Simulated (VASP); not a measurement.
# Si4GePt (P6/mmm) in VASP: further runs, part 2 of 2

VASP 6.6.1. The steps go on from the part before.

**3. Single point, PBE**

This run uses another cell than the first one, of 16.28 Å³/atom.

INCAR

```
SYSTEM = Si4GePt
PREC = Accurate
ENCUT = 520
EDIFF = 1E-6
ISMEAR = 0
SIGMA = 0.1
LREAL = .FALSE.
LASPH = .TRUE.
NELM = 100
ALGO = Normal
ISIF = 2
LWAVE = .FALSE.
LCHARG = .TRUE.
GGA = PE
LELF = .TRUE.
LVHAR = .TRUE.
NBANDS = 29
```

KPOINTS

```
Automatic mesh
0
G
  6 6 4
  0 0 0
```

POSCAR

```
Si4GePt
1.0
    4.3446259832      0.0000000035      0.0000000000
   -2.1723129946      3.7625564697      0.0000000000
    0.0000000000      0.0000000000      5.9741136798
Si Ge Pt
4 1 1
Direct
    0.3333333333      0.6666666667      0.7842459716
    0.3333333333      0.6666666667      0.2157540284
    0.6666666667      0.3333333333      0.7842459716
    0.6666666667      0.3333333333      0.2157540284
    0.0000000000      0.0000000000      0.5000000000
    0.0000000000      0.0000000000      0.0000000000
```

Potentials or basis: VASP PAW PBE potentials, release 64 (Si, Ge_d, Pt).

Started as:

```bash
$ cat potpaw_PBE.64/Si/POTCAR potpaw_PBE.64/Ge_d/POTCAR potpaw_PBE.64/Pt/POTCAR > POTCAR
$ mpirun -np 1 vasp_std > vasp.out
```

OUTCAR:

```text
SYSTEM = Si4GePt
   PREC = Accurate
   ENCUT = 520
   EDIFF = 1E-6
   ISMEAR = 0
   LREAL = .FALSE.
   LASPH = .TRUE.
   NELM = 100
   ISIF = 2
   GGA = PE

 ion  position               nearest neighbor table
   1  0.333  0.667  0.784-   3 2.51   3 2.51   3 2.51   2 2.58   6 2.82   6 2.82   6 2.82   5 3.03
                             5 3.03   5 3.03
   2  0.333  0.667  0.216-   4 2.51   4 2.51   4 2.51   1 2.58   6 2.82   6 2.82   6 2.82   5 3.03
                             5 3.03   5 3.03
   3  0.667  0.333  0.784-   1 2.51   1 2.51   1 2.51   4 2.58   6 2.82   6 2.82   6 2.82   5 3.03
                             5 3.03   5 3.03
   4  0.667  0.333  0.216-   2 2.51   2 2.51   2 2.51   3 2.58   6 2.82   6 2.82   6 2.82   5 3.03
                             5 3.03   5 3.03
[... 878 lines left out ...]
  Total       -0.0529617     -0.0529617     -0.2497540     -0.0000000     -0.0000000      0.0000000
  in kB       -0.8688869     -0.8688869     -4.0974552     -0.0000000     -0.0000000      0.0000000
  external PRESSURE =      -1.9450763 kB  Pullay stress =       0.0000000 kB

 VOLUME and BASIS-vectors are now :
 -----------------------------------------------------------------------------
  energy-cutoff  :      520.00
  volume of cell :       97.66
      direct lattice vectors                 reciprocal lattice vectors
     4.344625983  0.000000003  0.000000000     0.230169410  0.132888371  0.000000000
    -2.172312995  3.762556470  0.000000000    -0.000000000  0.265776742  0.000000000
     0.000000000  0.000000000  5.974113680     0.000000000  0.000000000  0.167388847

 POSITION                                       TOTAL-FORCE (eV/Angst)
 -----------------------------------------------------------------------------------
     -0.00000      2.50837      4.68517        -0.000000      0.000000      0.021217
     -0.00000      2.50837      1.28894         0.000000      0.000000     -0.021217
      2.17231      1.25419      4.68517         0.000000     -0.000000      0.021217
      2.17231      1.25419      1.28894        -0.000000     -0.000000     -0.021217
      0.00000      0.00000      2.98706         0.000000      0.000000      0.000000
      0.00000      0.00000      0.00000         0.000000      0.000000      0.000000
 -----------------------------------------------------------------------------------
    total drift:                                0.000000     -0.000000      0.000000

  FREE ENERGIE OF THE ION-ELECTRON SYSTEM (eV)
  ---------------------------------------------------
  free  energy   TOTEN  =       -30.2957004888 eV

  energy  without entropy=      -30.2752867513  energy(sigma->0) =      -30.28549362
```

stdout:

```text
POSCAR found type information on POSCAR SiGePt
 POSCAR found :  3 types and       6 ions
 scaLAPACK will be used
 LDA part: xc-table for (Slater+PW92), standard interpolation
 POSCAR, INCAR and KPOINTS ok, starting setup
 FFT: planning ... GRIDC
 FFT: planning ... GRID_SOFT
 FFT: planning ... GRID
 WAVECAR not read
 entering main loop
```

Wall time 46 s (1 thread of AMD EPYC 9R45 (Zen 5), shared host); peak memory 0.21 GiB.

What came out:

```yaml
Free_energy: -30.2957 eV
Pressure: -0.2 GPa
Largest_force: 0.021 eV/Å
Band_gap_on_the_k_mesh: zero (bands 20 and 21 overlap by 2.03 eV)
```

Forces on the atoms (eV/Å):
```
Si   0.000  0.000  0.021
Si   0.000  0.000 -0.021
Si   0.000  0.000  0.021
Si   0.000  0.000 -0.021
Ge   0.000  0.000  0.000
Pt   0.000  0.000  0.000
```

Caveat: spin-orbit coupling is left out, which moves the levels of the heavy elements.

**4. Single point, PBE**

This run uses another cell than the first one, of 16.24 Å³/atom.

INCAR

```
ALGO = Normal ; EDIFF = 1E-7
ENCUT = 520 ; GGA = PE
ISIF = 2 ; ISMEAR = 0
LASPH = T ; LCHARG = F
LREAL = F ; LWAVE = F
NBANDS = 29 ; NELM = 60
PREC = Accurate ; SIGMA = 0.1
```

KPOINTS

```
k-points
0
Gamma
  12 12 6
```

POSCAR

```
Si4GePt
1.0
    4.3118523775      0.0000000000      0.0000000000
   -2.1559261887      3.7341736963      0.0000000000
    0.0000000000      0.0000000000      6.0532374756
Si Ge Pt
4 1 1
Direct
    0.3333333333      0.6666666667      0.7846635757
    0.3333333333      0.6666666667      0.2153364243
    0.6666666667      0.3333333333      0.7846635757
    0.6666666667      0.3333333333      0.2153364243
    0.0000000000      0.0000000000      0.5000000000
    0.0000000000      0.0000000000      0.0000000000
```

Started as:

```bash
$ cat potpaw_PBE.64/Si/POTCAR potpaw_PBE.64/Ge_d/POTCAR potpaw_PBE.64/Pt/POTCAR > POTCAR
$ mpirun -np 1 vasp_std > vasp.out
```

Wall time 2.8 min (1 thread of AMD EPYC 9R45 (Zen 5), shared host); peak memory 0.33 GiB.

The run converged. Its results:

- Free energy: -30.3219 eV
- Pressure: -0.1 GPa
- Largest force: 0.007 eV/Å
- Band gap on the k mesh: zero (bands 20 and 21 overlap by 1.95 eV)

Forces in eV/Å, atoms in the order of the input:
```
Si   0.000  0.000  0.007
Si   0.000  0.000 -0.007
Si   0.000  0.000  0.007
Si   0.000  0.000 -0.007
Ge   0.000  0.000  0.000
Pt   0.000  0.000  0.000
```

Levels at points of the mesh, in eV from the Fermi level:
| k point | band 18 | band 19 | band 20 | band 21 | band 22 | band 23 |
| --- | --- | --- | --- | --- | --- | --- |
| (0.00, 0.00, 0.00) | -1.55 | -1.55 | -0.76 | -0.76 | 0.14 | 0.78 |
| (0.50, 0.00, 0.00) | -2.24 | -1.57 | -0.32 | 0.00 | 0.59 | 4.03 |
| (0.00, 0.00, 0.50) | -1.38 | -0.49 | -0.49 | -0.20 | -0.19 | -0.19 |
| (0.50, 0.00, 0.50) | -1.76 | -1.39 | -0.27 | 0.30 | 0.44 | 2.54 |

Caveat: spin-orbit coupling is left out, which moves the levels of the heavy elements.

**5. Overview**

```tsv
cell	k mesh	gap on the mesh (eV)	pressure (GPa)	largest force (eV/Å)
a = 3.605, b = 3.605, c = 7.293 Å, angles 90.0, 90.0, 120.0°, 6 atoms, atomic positions A	6 × 6 × 4	none	43.6	0.12
a = 4.345, b = 4.345, c = 5.974 Å, angles 90.0, 90.0, 120.0°, 6 atoms, atomic positions B	6 × 6 × 4	none	-0.2	0.02
a = 4.312, b = 4.312, c = 6.053 Å, angles 90.0, 90.0, 120.0°, 6 atoms, atomic positions B	12 × 12 × 6	none	-0.1	0.01
```

Alike in all rows: task single point; level PBE; potentials or basis VASP PAW PBE potentials, release 64 (Si, Ge_d, Pt); no spin polarisation; cutoff (eV) 520; smearing gaussian 0.1 eV.

Caveats: spin-orbit coupling is left out, which moves the levels of the heavy elements; the cell stands under pressure (at least some runs).

Absolute energies hang on the potentials; compare differences alone.
